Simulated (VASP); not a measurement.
# CaO (Fm-3m) in VASP: a series of runs

The runs below take CaO through single point, with PBE.

Everything below comes from runs of VASP 6.6.1. Logs are shortened: lines on timing, memory, paths and dates and some standing lists are left out, and cuts for length are marked.

### Step 1. The cell of the first run

It takes space group Fm-3m (No. 225, cubic). The conventional cell has a = 4.630 Å, b = 4.630 Å, c = 4.630 Å, α = 90.00°, β = 90.00°, γ = 90.00°. Ca (site symmetry m-3m) has 6 O at 2.31 Å within 3.1 Å. Within 3.1 Å of O (site symmetry m-3m) lie 6 Ca at 2.31 Å.

### Step 2. Single point, PBE (12.40 Å³/atom)

Input file INCAR:

```
PREC = Accurate
ENCUT = 600
EDIFF = 1E-6
ISMEAR = 0
SIGMA = 0.01
LREAL = False
LASPH = True
NELM = 120
ALGO = Normal
ISIF = 2
LWAVE = False
LCHARG = False
GGA = PE
NBANDS = 15
GGA_COMPAT = False
```

Input file KPOINTS:

```
Automatic mesh
0
Gamma
  6 6 6
```

Input file POSCAR:

```
CaO
1.0
    0.0000000000      2.3148065559      2.3148065559
    2.3148065559      0.0000000000      2.3148065559
    2.3148065559      2.3148065559      0.0000000000
Ca O
1 1
Direct
    0.0000000000      0.0000000000      0.0000000000
    0.5000000000      0.5000000000      0.5000000000
```

Potentials or basis: VASP PAW PBE potentials, release 64 (Ca_sv, O).

Command:

```bash
> cat potpaw_PBE.64/Ca_sv/POTCAR potpaw_PBE.64/O/POTCAR > POTCAR
> mpirun -np 1 vasp_std > vasp.out
```

OUTCAR:

```text
PREC = Accurate
   ENCUT = 600
   EDIFF = 1E-6
   ISMEAR = 0
   LREAL = False
   LASPH = True
   NELM = 120
   ISIF = 2
   GGA = PE

 ion  position               nearest neighbor table
   1  0.000  0.000  0.000-   2 2.31   2 2.31   2 2.31   2 2.31   2 2.31   2 2.31
   2  0.500  0.500  0.500-   1 2.31   1 2.31   1 2.31   1 2.31   1 2.31   1 2.31

  LATTYP: Found a face centered cubic cell.
 ALAT       =     4.6296131118

  Lattice vectors:

 A1 = (   0.0000000000,   2.3148065559,   2.3148065559)
 A2 = (   2.3148065559,   0.0000000000,   2.3148065559)
 A3 = (   2.3148065559,   2.3148065559,   0.0000000000)

Analysis of symmetry for initial positions (statically):
=====================================================================
 Subroutine PRICEL returns:
 Original cell was already a primitive cell.

 Routine SETGRP: Setting up the symmetry group for a
 face centered cubic supercell.

 Subroutine GETGRP returns: Found 48 space group operations
 (whereof 48 operations were pure point group operations)
 out of a pool of 48 trial point group operations.

The static configuration has the point symmetry O_h .

Analysis of symmetry for dynamics (positions and initial velocities):
=====================================================================
 Subroutine PRICEL returns:
 Original cell was already a primitive cell.

 Routine SETGRP: Setting up the symmetry group for a
 face centered cubic supercell.

 Subroutine GETGRP returns: Found 48 space group operations
 (whereof 48 operations were pure point group operations)
 out of a pool of 48 trial point group operations.

The dynamic configuration has the point symmetry O_h .

 Subroutine INISYM returns: Found 48 space group operations
 (whereof 48 operations are pure point group operations),
 and found     1 'primitive' translations

----------------------------------------------------------------------------------------

                                     Primitive cell

  volume of cell :      24.8070

  direct lattice vectors                    reciprocal lattice vectors
     0.000000000  2.314806556  2.314806556    -0.216000771  0.216000771  0.216000771
     2.314806556  0.000000000  2.314806556     0.216000771 -0.216000771  0.216000771
     2.314806556  2.314806556  0.000000000     0.216000771  0.216000771 -0.216000771

  length of vectors
     3.273630826  3.273630826  3.273630826     0.374124309  0.374124309  0.374124309

  position of ions in fractional coordinates (direct lattice)
     0.000000000  0.000000000  0.000000000
     0.500000000  0.500000000  0.500000000

  ion indices of the primitive-cell ions
   primitive index   ion index
                 1           1
                 2           2

----------------------------------------------------------------------------------------

 KPOINTS: Automatic mesh

Automatic generation of k-mesh.
 Grid dimensions read from file:
 generate k-points for:    6    6    6

 Generating k-lattice:

  Cartesian coordinates                     Fractional coordinates (reciprocal lattice)
    -0.036000128  0.036000128  0.036000128     0.166666667  0.000000000  0.000000000
     0.036000128 -0.036000128  0.036000128     0.000000000  0.166666667  0.000000000
     0.036000128  0.036000128 -0.036000128     0.000000000  0.000000000  0.166666667

  Length of vectors
     0.062354052  0.062354052  0.062354052

  Shift w.r.t. Gamma in fractional coordinates (k-lattice)
     0.000000000  0.000000000  0.000000000

 Subroutine IBZKPT returns following result:
 ===========================================

 Found     16 irreducible k-points:

 Following reciprocal coordinates:
            Coordinates               Weight
  0.000000  0.000000  0.000000      1.000000
  0.166667  0.000000  0.000000      8.000000
  0.333333  0.000000  0.000000      8.000000
  0.500000  0.000000  0.000000      4.000000
  0.166667  0.166667  0.000000      6.000000
  0.333333  0.166667  0.000000     24.000000
[... 8 lines left out ...]
 -0.333333  0.333333  0.166667     24.000000
 -0.333333  0.500000  0.166667     12.000000
   k-points           NKPTS =     16   k-points in BZ     NKDIM =     16   number of bands    NBANDS=     15
   number of dos      NEDOS =    301   number of ions     NIONS =      2
   total plane-waves  NPLWV =  21952
   dimension x,y,z NGX =    28 NGY =   28 NGZ =   28
   dimension x,y,z NGXF=    56 NGYF=   56 NGZF=   56
   ions per type =               1   1
   NGX,Y,Z   is equivalent  to a cutoff of  14.22, 14.22, 14.22 a.u.
   NGXF,Y,Z  is equivalent  to a cutoff of  28.44, 28.44, 28.44 a.u.
 SYSTEM =  unknown system
   PREC   = accura    normal or accurate (medium, high low for compatibility)
   ISTART =      0    job   : 0-new  1-cont  2-samecut
   ICHARG =      2    charge: 1-file 2-atom 10-const
   ISPIN  =      1    spin polarized calculation?
   LNONCOLLINEAR =      F non collinear calculations
   LSORBIT =      F    spin-orbit coupling
   LASPH  =      T    aspherical Exc in radial PAW
   ENCUT  =  600.0 eV  44.10 Ry    6.64 a.u.   6.54  6.54  6.54*2*pi/ulx,y,z
   NELM   =    120;   NELMIN=  2; NELMDL= -5     # of ELM steps
   EDIFF  = 0.1E-05   stopping-criterion for ELM
   LREAL  =      F    real-space projection
[... 7 lines left out ...]
   TEBEG  =    0.0;   TEEND  =   0.0 temperature during run
   PSTRESS=    0.0 pullay stress
   NELECT =      16.0000    total number of electrons
   NUPDOWN=      -1.0000    fix difference up-down
   EMIN   =  10.00;   EMAX   =-10.00  energy-range for DOS
   EFERMI =   0.00;   METHOD = LEGACY
   ISMEAR =     0;   SIGMA  =   0.01  broadening in eV -4-tet -1-fermi 0-gaus
   EFERMI_NEDOS =   21; number of points for ismear=-14 and -15
   IALGO  =     38    algorithm
   IMIX   =      4    mixing-type and parameters
     AMIX     =   0.40;   BMIX     =  1.00
     AMIX_MAG =   1.60;   BMIX_MAG =  1.00
  volume/ion in A,a.u.               =      12.40        83.70
  Fermi-wavevector in a.u.,A,eV,Ry     =   1.414458  2.672938 27.221068  2.000692
  Thomas-Fermi vector in A             =   2.535998
   LORBIT       =      0    0 simple, 1 ext, 2 COOP (PROOUT), +10 PAW based schemes
   GGA     = PE    functional components
   LHFCALC =     F    Hartree Fock is set to
   AEXX    =    0.0000 exact exchange contribution
   IVDW    =     0    specifies the selected vdW correction
   LEPSILON=     F    determine dielectric tensor
   LRPA    =     F    only Hartree local field effects (RPA)
 non-spin polarized calculation
 Gauss-broadening in eV      SIGMA  =   0.01
  energy-cutoff  :      600.00
  volume of cell :       24.81
 maximum number of plane-waves:       869
 NGX is ok and might be reduce to    28
   NGX = 13   NGY = 13   NGZ = 13

 number of electron      16.0000003 magnetization

 Free energy of the ion-electron system (eV)
  ---------------------------------------------------
  ext. energy  EPLUGINS =         0.00000000
  ---------------------------------------------------
  free energy    TOTEN  =       -12.62155038 eV

  energy without entropy =      -12.62155038  energy(sigma->0) =      -12.62155038

 E-fermi :   3.1812     XC(G=0): -11.0369

 val. band max:        3.0300899063   @ k =   0.0000   0.0000   0.0000
 cond. band min:       6.6000694430   @ k =   0.5000   0.5000   0.0000
 fundamental gap:      3.5699795367
 Fermi energy:         3.1812164222

 k-point     1 :       0.0000    0.0000    0.0000
  band No.  band energies     occupation
      1     -34.1762      2.00000
      2     -14.8362      2.00000
      3     -14.8362      2.00000
      4     -14.8362      2.00000
      5     -12.7238      2.00000
      6       3.0301      2.00000
      7       3.0301      2.00000
      8       3.0301      2.00000
      9       8.7195      0.00000
     10       9.5126      0.00000
     11       9.5126      0.00000
     12       9.5126      0.00000
     13      11.2232      0.00000
     14      11.2232      0.00000
     15      18.8082      0.00000

 k-point     2 :       0.1667    0.0000    0.0000
  band No.  band energies     occupation
      1     -34.1344      2.00000
      2     -15.4303      2.00000
      3     -14.8540      2.00000
      4     -14.8540      2.00000
      5     -12.1251      2.00000
      6       2.1069      2.00000
      7       2.6016      2.00000
      8       2.6016      2.00000
      9       9.4596      0.00000
     10       9.9184      0.00000
     11      10.0404      0.00000
     12      10.0404      0.00000
     13      11.9774      0.00000
     14      11.9774      0.00000
     15      19.8956      0.00000

 k-point     3 :       0.3333    0.0000    0.0000
  band No.  band energies     occupation
      1     -34.0494      2.00000
      2     -16.2255      2.00000
      3     -14.8890      2.00000
      4     -14.8890      2.00000
      5     -11.3143      2.00000
      6       0.7067      2.00000
      7       1.8893      2.00000
      8       1.8893      2.00000
      9       9.9594      0.00000
     10      11.2642      0.00000
     11      11.2642      0.00000
     12      11.8209      0.00000
     13      13.5074      0.00000
     14      13.5074      0.00000
     15      19.6301      0.00000
[... 199 lines left out ...]
 k-point    15 :      -0.3333    0.3333    0.1667
  band No.  band energies     occupation
      1     -33.9680      2.00000
      2     -15.9912      2.00000
      3     -15.3158      2.00000
      4     -15.1247      2.00000
      5     -11.6232      2.00000
      6       1.1587      2.00000
      7       1.8936      2.00000
      8       1.9120      2.00000
      9       9.9498      0.00000
     10       9.9582      0.00000
     11      12.5505      0.00000
     12      12.8379      0.00000
     13      14.0221      0.00000
     14      17.1628      0.00000
     15      18.2677      0.00000

 k-point    16 :      -0.3333    0.5000    0.1667
  band No.  band energies     occupation
      1     -33.9556      2.00000
      2     -15.5806      2.00000
      3     -15.4665      2.00000
      4     -15.3071      2.00000
      5     -11.9971      2.00000
      6       1.8197      2.00000
      7       1.8654      2.00000
      8       2.2268      2.00000
      9       8.2017      0.00000
     10      11.2330      0.00000
     11      12.1854      0.00000
     12      13.3416      0.00000
     13      13.5564      0.00000
     14      17.1909      0.00000
     15      18.2518      0.00000

------------------------ aborting loop because EDIFF is reached ----------------------------------------

  FORCE on cell =-STRESS in cart. coord.  units (eV):
  Direction    XX          YY          ZZ          XY          YZ          ZX
  --------------------------------------------------------------------------------------
  -------------------------------------------------------------------------------------
  Total        2.8798661      2.8798661      2.8798661      0.0000000      0.0000000     -0.0000000
  in kB      185.9982113    185.9982113    185.9982113      0.0000000      0.0000000     -0.0000000
  external PRESSURE =     185.9982113 kB  Pullay stress =       0.0000000 kB

 VOLUME and BASIS-vectors are now :
 -----------------------------------------------------------------------------
  energy-cutoff  :      600.00
  volume of cell :       24.81
      direct lattice vectors                 reciprocal lattice vectors
     0.000000000  2.314806556  2.314806556    -0.216000771  0.216000771  0.216000771
     2.314806556  0.000000000  2.314806556     0.216000771 -0.216000771  0.216000771
     2.314806556  2.314806556  0.000000000     0.216000771  0.216000771 -0.216000771

 POSITION                                       TOTAL-FORCE (eV/Angst)
 -----------------------------------------------------------------------------------
      0.00000      0.00000      0.00000         0.000000      0.000000      0.000000
      2.31481      2.31481      2.31481        -0.000000     -0.000000     -0.000000
 -----------------------------------------------------------------------------------
    total drift:                                0.000000      0.000000      0.000000

  FREE ENERGIE OF THE ION-ELECTRON SYSTEM (eV)
  ---------------------------------------------------
  free  energy   TOTEN  =       -12.6215503818 eV

  energy  without entropy=      -12.6215503818  energy(sigma->0) =      -12.62155038
```

It took 25 s on 1 thread of Intel Xeon 8259CL, shared host; peak memory 0.15 GiB.

Results:

```yaml
Free_energy: -12.6216 eV
Pressure: 18.6 GPa
Band_gap_on_the_k_mesh: 3.57 eV (least direct gap 3.91 eV)
```

Levels at points of the mesh, in eV from the valence-band top:
| k point | band 5 | band 6 | band 7 | band 8 | band 9 | band 10 | band 11 | band 12 |
| --- | --- | --- | --- | --- | --- | --- | --- | --- |
| (0.00, 0.00, 0.00) | -15.75 | 0.00 | 0.00 | 0.00 | 5.69 | 6.48 | 6.48 | 6.48 |
| (0.50, 0.00, 0.00) | -14.02 | -2.92 | -1.45 | -1.45 | 7.58 | 8.97 | 8.97 | 9.40 |
| (0.50, 0.50, 0.00) | -15.54 | -1.22 | -0.34 | -0.34 | 3.57 | 8.91 | 9.54 | 10.31 |

Caveat: the cell stands under pressure. A k mesh can miss the band edges.

### Step 3. Single point, PBE

This run uses another cell than the first one, of 13.78 Å³/atom.

Input file INCAR:

```
SYSTEM = CaO
PREC = Accurate
ENCUT = 600
EDIFF = 1E-6
ISMEAR = 0
SIGMA = 0.01
LREAL = .False.
LASPH = .True.
NELM = 120
ALGO = Normal
ISIF = 2
LWAVE = .False.
LCHARG = .True.
GGA = PE
LELF = .True.
LVHAR = .True.
NBANDS = 15
GGA_COMPAT = .False.
```

Input file KPOINTS:

```
regular mesh
0
Gamma
  6 6 6
  0 0 0
```

Input file POSCAR:

```
CaO
1.0
    0.0000000000      2.3975473918      2.3975473918
    2.3975473918      0.0000000000      2.3975473918
    2.3975473918      2.3975473918      0.0000000000
Ca O
1 1
Direct
    0.0000000000      0.0000000000      0.0000000000
    0.5000000000      0.5000000000      0.5000000000
```

Potentials or basis: VASP PAW PBE potentials, release 64 (Ca_sv, O).

Command:

```bash
> cat potpaw_PBE.64/Ca_sv/POTCAR potpaw_PBE.64/O/POTCAR > POTCAR
> mpirun -np 1 vasp_std > vasp.out
```

It took 21 s on 1 thread of Intel Xeon 8259CL, shared host; peak memory 0.16 GiB.

The run converged. Its results:

```
Free energy            : -12.8001 eV
Pressure               : 2.9 GPa
Band gap on the k mesh : 3.63 eV (least direct gap 4.01 eV)
```

Levels at points of the mesh, in eV from the valence-band top:
```csv
k point,band 6,band 7,band 8,band 9,band 10,band 11
"(0.00, 0.00, 0.00)",0.00,0.00,0.00,4.77,6.24,6.24
"(0.50, 0.00, 0.00)",-2.66,-1.22,-1.22,7.08,8.39,8.39
"(0.50, 0.50, 0.00)",-1.30,-0.37,-0.37,3.63,8.10,8.93
```

A k mesh can miss the band edges. PBE gaps usually lie below the measured ones, often by a third to a half.
